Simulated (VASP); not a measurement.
# Te2Mo (P6_3/mmc) in VASP: settings compared, part 2 of 2

VASP 6.6.1. The steps go on from the part before.

**3. Single point, r2SCAN**

Input file POSCAR:

```
Te2Mo
1.0
    3.5421311219      0.0000000000      0.0000000000
   -1.7710655610      3.0675755351      0.0000000000
    0.0000000000      0.0000000000     14.1766718530
Mo Te
2 4
Direct
    0.3333333333      0.6666666667      0.2500000000
    0.6666666667      0.3333333333      0.7500000000
    0.6666666667      0.3333333333      0.3765845064
    0.6666666667      0.3333333333      0.1234154936
    0.3333333333      0.6666666667      0.8765845064
    0.3333333333      0.6666666667      0.6234154936
```

Input file INCAR.step1:

```
SYSTEM = Te2Mo
PREC = Accurate ; ENCUT = 550
ISMEAR = 0 ; SIGMA = 0.01
LREAL = .False. ; LASPH = .True.
NELM = 120 ; NBANDS = 35
GGA = PE ; ALGO = Normal
EDIFF = 1E-5 ; LWAVE = .True.
LCHARG = .False. ; GGA_COMPAT = .False.
```

Input file INCAR.step2:

```
SYSTEM = Te2Mo
PREC = Accurate ; ENCUT = 550
EDIFF = 1E-6 ; ISMEAR = 0
SIGMA = 0.01 ; LREAL = .False.
LASPH = .True. ; NELM = 120
ALGO = Normal ; ISIF = 2
LWAVE = .False. ; LCHARG = .True.
METAGGA = R2SCAN ; LMIXTAU = .True.
LELF = .True. ; LVHAR = .True.
NBANDS = 35 ; ISTART = 1
GGA_COMPAT = .False.
```

Input file KPOINTS:

```
Automatic mesh
0
Gamma
  6 6 2
  0 0 0
```

Potentials or basis: VASP PAW PBE potentials, release 64 (Mo_sv, Te).

Launch:

```sh
cat potpaw_PBE.64/Mo_sv/POTCAR potpaw_PBE.64/Te/POTCAR > POTCAR
cp INCAR.step1 INCAR
mpirun -np 1 vasp_std > vasp.out
cp INCAR.step2 INCAR
mpirun -np 1 vasp_std > vasp.out
```

OUTCAR:

```text
SYSTEM = Te2Mo
   PREC = Accurate
   ENCUT = 550
   EDIFF = 1E-6
   ISMEAR = 0
   LREAL = .False.
   LASPH = .True.
   NELM = 120
   ISIF = 2
   METAGGA = R2SCAN
   ISTART = 1

 ion  position               nearest neighbor table
   1  0.333  0.667  0.250-   3 2.72   4 2.72   3 2.72   4 2.72   3 2.72   4 2.72
   2  0.667  0.333  0.750-   5 2.72   6 2.72   5 2.72   6 2.72   5 2.72   6 2.72
   3  0.667  0.333  0.377-   1 2.72   1 2.72   1 2.72   4 3.59
   4  0.667  0.333  0.123-   1 2.72   1 2.72   1 2.72   3 3.59
   5  0.333  0.667  0.877-   2 2.72   2 2.72   2 2.72   6 3.59
   6  0.333  0.667  0.623-   2 2.72   2 2.72   2 2.72   5 3.59

  LATTYP: Found a hexagonal cell.
 ALAT       =     3.5421311219
 C/A-ratio  =     4.0023001309

  Lattice vectors:

 A1 = (   3.5421311219,   0.0000000000,   0.0000000000)
 A2 = (  -1.7710655610,   3.0675755351,   0.0000000000)
 A3 = (   0.0000000000,   0.0000000000,  14.1766718530)

Analysis of symmetry for initial positions (statically):
=====================================================================
 Subroutine PRICEL returns:
 Original cell was already a primitive cell.

 Routine SETGRP: Setting up the symmetry group for a
 hexagonal supercell.

 Subroutine GETGRP returns: Found 24 space group operations
 (whereof 12 operations were pure point group operations)
 out of a pool of 24 trial point group operations.

The static configuration has the point symmetry D_3d.
 The point group associated with its full space group is D_6h.

Analysis of symmetry for dynamics (positions and initial velocities):
=====================================================================
 Subroutine PRICEL returns:
 Original cell was already a primitive cell.

 Routine SETGRP: Setting up the symmetry group for a
 hexagonal supercell.

 Subroutine GETGRP returns: Found 24 space group operations
 (whereof 12 operations were pure point group operations)
 out of a pool of 24 trial point group operations.

The dynamic configuration has the point symmetry D_3d.
 The point group associated with its full space group is D_6h.

 Subroutine INISYM returns: Found 24 space group operations
 (whereof 12 operations are pure point group operations),
 and found     1 'primitive' translations

----------------------------------------------------------------------------------------

                                     Primitive cell

  volume of cell :     154.0402

  direct lattice vectors                    reciprocal lattice vectors
     3.542131122  0.000000000  0.000000000     0.282315918  0.162995171  0.000000000
    -1.771065561  3.067575535  0.000000000     0.000000000  0.325990343  0.000000000
     0.000000000  0.000000000 14.176671853     0.000000000  0.000000000  0.070538418

  length of vectors
     3.542131122  3.542131122 14.176671853     0.325990343  0.325990343  0.070538418

  position of ions in fractional coordinates (direct lattice)
     0.333333333  0.666666667  0.250000000
     0.666666667  0.333333333  0.750000000
[... 42 lines left out ...]
  0.000000  0.000000  0.000000      1.000000
  0.166667  0.000000  0.000000      6.000000
  0.333333  0.000000  0.000000      6.000000
  0.500000  0.000000  0.000000      3.000000
  0.166667  0.166667  0.000000      6.000000
  0.333333  0.166667  0.000000     12.000000
  0.333333  0.333333  0.000000      2.000000
  0.000000  0.000000  0.500000      1.000000
  0.166667  0.000000  0.500000      6.000000
  0.333333  0.000000  0.500000      6.000000
  0.500000  0.000000  0.500000      3.000000
  0.166667  0.166667  0.500000      6.000000
  0.333333  0.166667  0.500000     12.000000
  0.333333  0.333333  0.500000      2.000000
   k-points           NKPTS =     14   k-points in BZ     NKDIM =     14   number of bands    NBANDS=     35
   number of dos      NEDOS =    301   number of ions     NIONS =      6
   total plane-waves  NPLWV =  84672
   dimension x,y,z NGX =    28 NGY =   28 NGZ =  108
   dimension x,y,z NGXF=    56 NGYF=   56 NGZF=  216
   ions per type =               2   4
   NGX,Y,Z   is equivalent  to a cutoff of  13.14, 13.14, 12.66 a.u.
   NGXF,Y,Z  is equivalent  to a cutoff of  26.28, 26.28, 25.33 a.u.
 SYSTEM =  Te2Mo
   PREC   = accura    normal or accurate (medium, high low for compatibility)
   ISTART =      1    job   : 0-new  1-cont  2-samecut
   ICHARG =      0    charge: 1-file 2-atom 10-const
   ISPIN  =      1    spin polarized calculation?
   LNONCOLLINEAR =      F non collinear calculations
   LSORBIT =      F    spin-orbit coupling
   LASPH  =      T    aspherical Exc in radial PAW
   ENCUT  =  550.0 eV  40.42 Ry    6.36 a.u.   6.77  6.77 27.11*2*pi/ulx,y,z
   NELM   =    120;   NELMIN=  2; NELMDL=  0     # of ELM steps
   EDIFF  = 0.1E-05   stopping-criterion for ELM
   LREAL  =      F    real-space projection
   EDIFFG = 0.1E-04   stopping-criterion for IOM
   NSW    =      0    number of steps for IOM
   IBRION =     -1    ionic relax: 0-MD 1-quasi-New 2-CG
   NFREE  =      0    steps in history (QN), initial steepest desc. (CG)
   ISIF   =      2    stress and relaxation
   ISYM   =      2    0-nonsym 1-usesym 2-fastsym
   POTIM  = 0.5000    time-step for ionic-motion
   TEBEG  =    0.0;   TEEND  =   0.0 temperature during run
   PSTRESS=    0.0 pullay stress
   NELECT =      52.0000    total number of electrons
   NUPDOWN=      -1.0000    fix difference up-down
   EMIN   =  10.00;   EMAX   =-10.00  energy-range for DOS
   EFERMI =   0.00;   METHOD = LEGACY
   ISMEAR =     0;   SIGMA  =   0.01  broadening in eV -4-tet -1-fermi 0-gaus
   EFERMI_NEDOS =   21; number of points for ismear=-14 and -15
   IALGO  =     38    algorithm
   IMIX   =      4    mixing-type and parameters
     AMIX     =   0.40;   BMIX     =  1.00
     AMIX_MAG =   1.60;   BMIX_MAG =  1.00
  volume/ion in A,a.u.               =      25.67       173.25
  Fermi-wavevector in a.u.,A,eV,Ry     =   1.139894  2.154088 17.678850  1.299359
  Thomas-Fermi vector in A             =   2.276597
   LORBIT       =      0    0 simple, 1 ext, 2 COOP (PROOUT), +10 PAW based schemes
   METAGGA = R2SCAN    functional components
   LHFCALC =     F    Hartree Fock is set to
   AEXX    =    0.0000 exact exchange contribution
   IVDW    =     0    specifies the selected vdW correction
   LEPSILON=     F    determine dielectric tensor
   LRPA    =     F    only Hartree local field effects (RPA)
 non-spin polarized calculation
 Gauss-broadening in eV      SIGMA  =   0.01
  energy-cutoff  :      550.00
  volume of cell :      154.04
 maximum number of plane-waves:      4524
 NGX is ok and might be reduce to    28
   NGX = 13   NGY = 13   NGZ = 55

 number of electron      52.0000003 magnetization

 Free energy of the ion-electron system (eV)
  ---------------------------------------------------
  ext. energy  EPLUGINS =         0.00000000
  ---------------------------------------------------
  free energy    TOTEN  =      -155.63469940 eV

  energy without entropy =     -155.63469940  energy(sigma->0) =     -155.63469940

 E-fermi :   7.7590     XC(G=0): -10.8508

 val. band max:        7.6902988573   @ k =   0.0000   0.0000   0.0000
 cond. band min:       8.6826445840   @ k =   0.1667   0.1667   0.0000
 fundamental gap:      0.9923457267
 Fermi energy:         7.7590483839

 k-point     1 :       0.0000    0.0000    0.0000
  band No.  band energies     occupation
      1     -55.0926      2.00000
      2     -55.0926      2.00000
      3     -28.5257      2.00000
      4     -28.5257      2.00000
      5     -28.4188      2.00000
      6     -28.4188      2.00000
[... 521 lines left out ...]
     34      11.5775      0.00000
     35      12.8784      0.00000

------------------------ aborting loop because EDIFF is reached ----------------------------------------

  FORCE on cell =-STRESS in cart. coord.  units (eV):
  Direction    XX          YY          ZZ          XY          YZ          ZX
  --------------------------------------------------------------------------------------
  -------------------------------------------------------------------------------------
  Total        1.2316248      1.2316248      1.2139434     -0.0000000     -0.0000000      0.0000000
  in kB       12.8101678     12.8101678     12.6262627     -0.0000000     -0.0000000      0.0000000
  external PRESSURE =      12.7488661 kB  Pullay stress =       0.0000000 kB

 VOLUME and BASIS-vectors are now :
 -----------------------------------------------------------------------------
  energy-cutoff  :      550.00
  volume of cell :      154.04
      direct lattice vectors                 reciprocal lattice vectors
     3.542131122  0.000000000  0.000000000     0.282315918  0.162995171  0.000000000
    -1.771065561  3.067575535  0.000000000     0.000000000  0.325990343  0.000000000
     0.000000000  0.000000000 14.176671853     0.000000000  0.000000000  0.070538418

 POSITION                                       TOTAL-FORCE (eV/Angst)
 -----------------------------------------------------------------------------------
     -0.00000      2.04505      3.54417         0.000000      0.000000      0.000000
      1.77107      1.02253     10.63250        -0.000000     -0.000000      0.000000
      1.77107      1.02253      5.33871        -0.000000     -0.000000     -0.003439
      1.77107      1.02253      1.74962        -0.000000     -0.000000      0.003439
     -0.00000      2.04505     12.42705        -0.000000      0.000000     -0.003439
     -0.00000      2.04505      8.83796        -0.000000      0.000000      0.003439
 -----------------------------------------------------------------------------------
    total drift:                               -0.000000      0.000000     -0.000000

  FREE ENERGIE OF THE ION-ELECTRON SYSTEM (eV)
  ---------------------------------------------------
  free  energy   TOTEN  =      -155.6346993969 eV

  energy  without entropy=     -155.6346993969  energy(sigma->0) =     -155.63469940
```

Run time: 8.8 min. Hardware: 1 thread of Intel Xeon 8259CL, shared host; peak memory 0.34 GiB.

What came out:

- Free energy: -155.6347 eV
- Pressure: 1.3 GPa
- Largest force: 0.003 eV/Å
- Band gap on the k mesh: 0.99 eV (least direct gap 1.08 eV)

Forces on the atoms (eV/Å):
```
Mo   0.000  0.000  0.000
Mo   0.000  0.000  0.000
Te   0.000  0.000 -0.003
Te   0.000  0.000  0.003
Te   0.000  0.000 -0.003
Te   0.000  0.000  0.003
```

Caveat: the PAW data sets were made with another functional, which shifts forces and pressure a little; spin-orbit coupling is left out, which moves the levels of the heavy elements. A k mesh can miss the band edges.
